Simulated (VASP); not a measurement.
# NaH (Fm-3m) in VASP: further runs

NaH is run at these levels: PBEsol; tasks: single point.

Program: VASP 6.6.1. These are calculated values, not measurements. Logs are shortened: lines on timing, memory, paths and dates and some standing lists are left out, and cuts for length are marked.

## 1. The cell of the first run

Symmetry: Fm-3m, No. 225, cubic system. Conventional cell: a = 4.814 Å, b = 4.814 Å, c = 4.814 Å, α = 90.00°, β = 90.00°, γ = 90.00°. Na (site symmetry m-3m) has 6 H at 2.41 Å within 3.2 Å. H (site symmetry m-3m) has 6 Na at 2.41 Å within 3.2 Å.

## 2. Single point, PBEsol (volume scaled by 0.96)

File INCAR:

```
SYSTEM = NaH
  PREC = Accurate
  ENCUT = 520
  EDIFF = 1E-7
  ISMEAR = -1
  SIGMA = 0.05
  LREAL = .False.
  LASPH = .True.
  NELM = 100
  ALGO = Normal
  ISIF = 2
  LWAVE = .False.
  LCHARG = .False.
  GGA = PS
  NBANDS = 11
```

File KPOINTS:

```
Automatic mesh
0
Gamma
  9 9 9
  0 0 0
```

File POSCAR:

```
NaH
1.0
    0.0000000000      2.4070229845      2.4070229845
    2.4070229845      0.0000000000      2.4070229845
    2.4070229845      2.4070229845      0.0000000000
Na H
1 1
Direct
    0.0000000000      0.0000000000      0.0000000000
    0.5000000000      0.5000000000      0.5000000000
```

Potentials or basis: VASP PAW PBE potentials, release 64 (Na_pv, H).

Started as:

```
> cat potpaw_PBE.64/Na_pv/POTCAR potpaw_PBE.64/H/POTCAR > POTCAR
> mpirun -np 1 vasp_std > vasp.out
```

OUTCAR:

```text
SYSTEM = NaH
   PREC = Accurate
   ENCUT = 520
   EDIFF = 1E-7
   ISMEAR = -1
   LREAL = .False.
   LASPH = .True.
   NELM = 100
   ISIF = 2
   GGA = PS

 ion  position               nearest neighbor table
   1  0.000  0.000  0.000-
   2  0.500  0.500  0.500-

  LATTYP: Found a face centered cubic cell.
 ALAT       =     4.8140459690

  Lattice vectors:

 A1 = (   0.0000000000,   2.4070229845,   2.4070229845)
 A2 = (   2.4070229845,   0.0000000000,   2.4070229845)
 A3 = (   2.4070229845,   2.4070229845,   0.0000000000)

Analysis of symmetry for initial positions (statically):
=====================================================================
 Subroutine PRICEL returns:
 Original cell was already a primitive cell.

 Routine SETGRP: Setting up the symmetry group for a
 face centered cubic supercell.

 Subroutine GETGRP returns: Found 48 space group operations
 (whereof 48 operations were pure point group operations)
 out of a pool of 48 trial point group operations.

The static configuration has the point symmetry O_h .

Analysis of symmetry for dynamics (positions and initial velocities):
=====================================================================
 Subroutine PRICEL returns:
 Original cell was already a primitive cell.

 Routine SETGRP: Setting up the symmetry group for a
 face centered cubic supercell.

 Subroutine GETGRP returns: Found 48 space group operations
 (whereof 48 operations were pure point group operations)
 out of a pool of 48 trial point group operations.

The dynamic configuration has the point symmetry O_h .

 Subroutine INISYM returns: Found 48 space group operations
 (whereof 48 operations are pure point group operations),
 and found     1 'primitive' translations

----------------------------------------------------------------------------------------

                                     Primitive cell

  volume of cell :      27.8914

  direct lattice vectors                    reciprocal lattice vectors
     0.000000000  2.407022985  2.407022985    -0.207725478  0.207725478  0.207725478
     2.407022985  0.000000000  2.407022985     0.207725478 -0.207725478  0.207725478
     2.407022985  2.407022985  0.000000000     0.207725478  0.207725478 -0.207725478

  length of vectors
     3.404044550  3.404044550  3.404044550     0.359791082  0.359791082  0.359791082

[... 86 lines left out ...]
   ISIF   =      2    stress and relaxation
   ISYM   =      2    0-nonsym 1-usesym 2-fastsym
   POTIM  = 0.5000    time-step for ionic-motion
   TEBEG  =    0.0;   TEEND  =   0.0 temperature during run
   PSTRESS=    0.0 pullay stress
   NELECT =       8.0000    total number of electrons
   NUPDOWN=      -1.0000    fix difference up-down
   EMIN   =  10.00;   EMAX   =-10.00  energy-range for DOS
   EFERMI =   0.00;   METHOD = LEGACY
   ISMEAR =    -1;   SIGMA  =   0.05  broadening in eV -4-tet -1-fermi 0-gaus
   EFERMI_NEDOS =   21; number of points for ismear=-14 and -15
   IALGO  =     38    algorithm
   IMIX   =      4    mixing-type and parameters
     AMIX     =   0.40;   BMIX     =  1.00
     AMIX_MAG =   1.60;   BMIX_MAG =  1.00
  volume/ion in A,a.u.               =      13.95        94.11
  Fermi-wavevector in a.u.,A,eV,Ry     =   1.079646  2.040235 15.859425  1.165635
  Thomas-Fermi vector in A             =   2.215616
   LORBIT       =      0    0 simple, 1 ext, 2 COOP (PROOUT), +10 PAW based schemes
   GGA     = PS    functional components
   LHFCALC =     F    Hartree Fock is set to
   AEXX    =    0.0000 exact exchange contribution
   IVDW    =     0    specifies the selected vdW correction
   LEPSILON=     F    determine dielectric tensor
   LRPA    =     F    only Hartree local field effects (RPA)
 non-spin polarized calculation
  energy-cutoff  :      520.00
  volume of cell :       27.89
 maximum number of plane-waves:       766
 NGX is ok and might be reduce to    28
   NGX = 13   NGY = 13   NGZ = 13

 number of electron       7.9999995 magnetization

 Free energy of the ion-electron system (eV)
  ---------------------------------------------------
  ext. energy  EPLUGINS =         0.00000000
  ---------------------------------------------------
  free energy    TOTEN  =        -5.08565525 eV

  energy without entropy =       -5.08565525  energy(sigma->0) =       -5.08565525

 E-fermi :  -0.0101     XC(G=0):  -7.9289

 val. band max:       -1.1248042887   @ k =  -0.3333   0.4444   0.1111
 cond. band min:       2.7672690103   @ k =  -0.4444   0.1111   0.0000
 fundamental gap:      3.8920732990
 Fermi energy:        -0.0100844044

 k-point     1 :       0.0000    0.0000    0.0000
  band No.  band energies     occupation
      1     -23.0361      2.00000
      2     -23.0361      2.00000
      3     -23.0361      2.00000
      4      -4.8137      2.00000
      5       9.4583      0.00000
      6      14.4253      0.00000
      7      14.4253      0.00000
      8      14.4253      0.00000
      9      15.4017      0.00000
     10      15.4017      0.00000
     11      15.4017      0.00000
[... 309 lines left out ...]
 k-point    24 :       0.4444    0.4444    0.0000
  band No.  band energies     occupation
      1     -23.1233      2.00000
      2     -23.0691      2.00000
      3     -23.0691      2.00000
      4      -1.4372      2.00000
      5       3.6080      0.00000
      6       8.8380      0.00000
      7       9.5744      0.00000
      8       9.5744      0.00000
      9      10.9194      0.00000
     10      22.3938      0.00000
     11      24.1509      0.00000

 [... further k-points ...]

------------------------ aborting loop because EDIFF is reached ----------------------------------------

  FORCE on cell =-STRESS in cart. coord.  units (eV):
  Direction    XX          YY          ZZ          XY          YZ          ZX
  --------------------------------------------------------------------------------------
  -------------------------------------------------------------------------------------
  Total       -0.0579102     -0.0579102     -0.0579102     -0.0000000      0.0000000     -0.0000000
  in kB       -3.3265560     -3.3265560     -3.3265560     -0.0000000      0.0000000     -0.0000000
  external PRESSURE =      -3.3265560 kB  Pullay stress =       0.0000000 kB

 VOLUME and BASIS-vectors are now :
 -----------------------------------------------------------------------------
  energy-cutoff  :      520.00
  volume of cell :       27.89
      direct lattice vectors                 reciprocal lattice vectors
     0.000000000  2.407022985  2.407022985    -0.207725478  0.207725478  0.207725478
     2.407022985  0.000000000  2.407022985     0.207725478 -0.207725478  0.207725478
     2.407022985  2.407022985  0.000000000     0.207725478  0.207725478 -0.207725478

 POSITION                                       TOTAL-FORCE (eV/Angst)
 -----------------------------------------------------------------------------------
      0.00000      0.00000      0.00000        -0.000000      0.000000     -0.000000
      2.40702      2.40702      2.40702         0.000000     -0.000000      0.000000
 -----------------------------------------------------------------------------------
    total drift:                               -0.000000     -0.000000      0.000000

  FREE ENERGIE OF THE ION-ELECTRON SYSTEM (eV)
  ---------------------------------------------------
  free  energy   TOTEN  =        -5.0856552454 eV

  energy  without entropy=       -5.0856552454  energy(sigma->0) =       -5.08565525
```

stdout:

```text
POSCAR found type information on POSCAR NaH
 POSCAR found :  2 types and       2 ions
 scaLAPACK will be used
 -----------------------------------------------------------------------------
|                                                                             |
|                                                                             |
|     You enforced a specific xc type in the INCAR file but a different       |
|     I HOPE YOU KNOW WHAT YOU ARE DOING!                                     |
|                                                                             |
 -----------------------------------------------------------------------------

 LDA part: xc-table for (Slater+PW92), standard interpolation
 POSCAR, INCAR and KPOINTS ok, starting setup
 FFT: planning ... GRIDC
 FFT: planning ... GRID_SOFT
 FFT: planning ... GRID
 WAVECAR not read
 entering main loop
```

It took 23 s on 1 thread of Intel Xeon Platinum 8259CL at 2.50GHz (Skylake/Cascade Lake), shared host; peak memory 0.15 GiB.

What came out:

```
Free energy            : -5.0857 eV
Pressure               : -0.3 GPa
Band gap on the k mesh : 3.89 eV, indirect (least direct gap 4.63 eV)
```

Caveat: the cell differs from its parent crystal (volume scaled by 0.96); the PAW data sets were made with another functional, which shifts forces and pressure a little. A k mesh can miss the band edges.

## 3. Single point, PBEsol (volume scaled by 0.98)

File INCAR:

```
SYSTEM = NaH
ALGO = Normal
EDIFF = 1E-6
ENCUT = 520
GGA = PS
ISIF = 2
ISMEAR = -1
LASPH = .True.
LCHARG = .False.
LREAL = .False.
LWAVE = .False.
NBANDS = 11
NELM = 60
PREC = Accurate
SIGMA = 0.05
```

File KPOINTS:

```
k-points
0
Gamma
  9 9 9
  0 0 0
```

File POSCAR:

```
NaH
1.0
    0.0000000000      2.4236236676      2.4236236676
    2.4236236676      0.0000000000      2.4236236676
    2.4236236676      2.4236236676      0.0000000000
Na H
1 1
Direct
    0.0000000000      0.0000000000      0.0000000000
    0.5000000000      0.5000000000      0.5000000000
```

Potentials or basis: VASP PAW PBE potentials, release 64 (Na_pv, H).

Started as:

```
> cat potpaw_PBE.64/Na_pv/POTCAR potpaw_PBE.64/H/POTCAR > POTCAR
> mpirun -np 1 vasp_std > vasp.out
```

It took 12 s on 1 thread of Intel Xeon Platinum 8259CL at 2.50GHz (Skylake/Cascade Lake), shared host; peak memory 0.15 GiB.

Results (log left out):

```
Free energy            : -5.0839 eV
Pressure               : -0.8 GPa
Band gap on the k mesh : 3.86 eV, indirect (least direct gap 4.59 eV)
```

Levels at points of the mesh, in eV from the valence-band top:
| k point | band 2 | band 3 | band 4 | band 5 | band 6 | band 7 |
| --- | --- | --- | --- | --- | --- | --- |
| (0.00, 0.00, 0.00) | -21.95 | -21.95 | -3.63 | 10.40 | 15.40 | 15.40 |

Caveat: the cell differs from its parent crystal (volume scaled by 0.98); the PAW data sets were made with another functional, which shifts forces and pressure a little.

## 4. Single point, PBEsol

This run uses another cell than the first one, of 14.53 Å³/atom, 1.042 times its volume.

File INCAR:

```
PREC = Accurate ; ENCUT = 520
EDIFF = 1E-6 ; ISMEAR = -1
SIGMA = 0.05 ; LREAL = False
LASPH = True ; NELM = 60
ALGO = Normal ; ISIF = 2
LWAVE = False ; LCHARG = True
GGA = PS ; LELF = True
LVHAR = True ; NBANDS = 11
```

File KPOINTS:

```
Automatic mesh
0
Gamma
  9 9 9
```

File POSCAR:

```
NaH
1.0
    0.0000000000      2.4400000000      2.4400000000
    2.4400000000      0.0000000000      2.4400000000
    2.4400000000      2.4400000000      0.0000000000
Na H
1 1
Direct
    0.0000000000      0.0000000000      0.0000000000
    0.5000000000      0.5000000000      0.5000000000
```

Started as:

```
> cat potpaw_PBE.64/Na_pv/POTCAR potpaw_PBE.64/H/POTCAR > POTCAR
> mpirun -np 1 vasp_std > vasp.out
```

Run time: 14 s. Hardware: 1 thread of Intel Xeon Platinum 8259CL at 2.50GHz (Skylake/Cascade Lake), shared host; peak memory 0.15 GiB.

Results (log left out):

```yaml
Free_energy: -5.0805 eV
Pressure: -1.2 GPa
Band_gap_on_the_k_mesh: 3.82 eV, indirect (least direct gap 4.55 eV)
```

Levels at points of the mesh, in eV from the valence-band top:
```tsv
k point	band 1	band 2	band 3	band 4	band 5	band 6	band 7	band 8
(0.00, 0.00, 0.00)	-21.98	-21.98	-21.98	-3.57	10.22	15.25	15.25	15.25
```

Caveat: the PAW data sets were made with another functional, which shifts forces and pressure a little. A k mesh can miss the band edges.

## 5. Single point, PBEsol (volume scaled by 1.02)

File INCAR:

```
SYSTEM = NaH
ALGO = Normal ; EDIFF = 1E-6
ENCUT = 520 ; GGA = PS
ISIF = 2 ; ISMEAR = -1
LASPH = .TRUE. ; LCHARG = .FALSE.
LREAL = .FALSE. ; LWAVE = .FALSE.
NBANDS = 11 ; NELM = 60
PREC = Accurate ; SIGMA = 0.05
```

File KPOINTS:

```
k-points
0
G
  9 9 9
  0 0 0
```

File POSCAR:

```
NaH
1.0
    0.0000000000      2.4561594113      2.4561594113
    2.4561594113      0.0000000000      2.4561594113
    2.4561594113      2.4561594113      0.0000000000
Na H
1 1
Direct
    0.0000000000      0.0000000000      0.0000000000
    0.5000000000      0.5000000000      0.5000000000
```

Started as:

```
> cat potpaw_PBE.64/Na_pv/POTCAR potpaw_PBE.64/H/POTCAR > POTCAR
> mpirun -np 1 vasp_std > vasp.out
```

It took 16 s on 1 thread of Intel Xeon Platinum 8259CL at 2.50GHz (Skylake/Cascade Lake), shared host; peak memory 0.15 GiB.

Results (log left out):

```yaml
Free_energy: -5.0757 eV
Pressure: -1.6 GPa
Band_gap_on_the_k_mesh: 3.79 eV, indirect (least direct gap 4.50 eV)
```

Levels at points of the mesh, in eV from the valence-band top:
| k point | band 1 | band 2 | band 3 | band 4 | band 5 | band 6 | band 7 | band 8 |
| --- | --- | --- | --- | --- | --- | --- | --- | --- |
| (0.00, 0.00, 0.00) | -22.02 | -22.02 | -22.02 | -3.52 | 10.05 | 15.10 | 15.10 | 15.10 |

Caveat: the cell differs from its parent crystal (volume scaled by 1.02); the PAW data sets were made with another functional, which shifts forces and pressure a little. A k mesh can miss the band edges.

## 6. Summary

| cell | gap on the mesh (eV) | pressure (GPa) |
| --- | --- | --- |
| a = 3.404 Å, angles 60.0°, 2 atoms | 3.89 | -0.3 |
| a = 3.428 Å, angles 60.0°, 2 atoms | 3.86 | -0.8 |
| a = 3.451 Å, angles 60.0°, 2 atoms | 3.82 | -1.2 |
| a = 3.474 Å, angles 60.0°, 2 atoms | 3.79 | -1.6 |

Alike in all rows: task single point; level PBEsol; potentials or basis VASP PAW PBE potentials, release 64 (Na_pv, H); no spin polarisation; k mesh 9 × 9 × 9; cutoff (eV) 520; smearing fermi-dirac 0.05 eV.

Caveats: the PAW data sets were made with another functional, which shifts forces and pressure a little.

Total energies depend on the potentials used, so only differences within one code and one set of settings carry meaning.
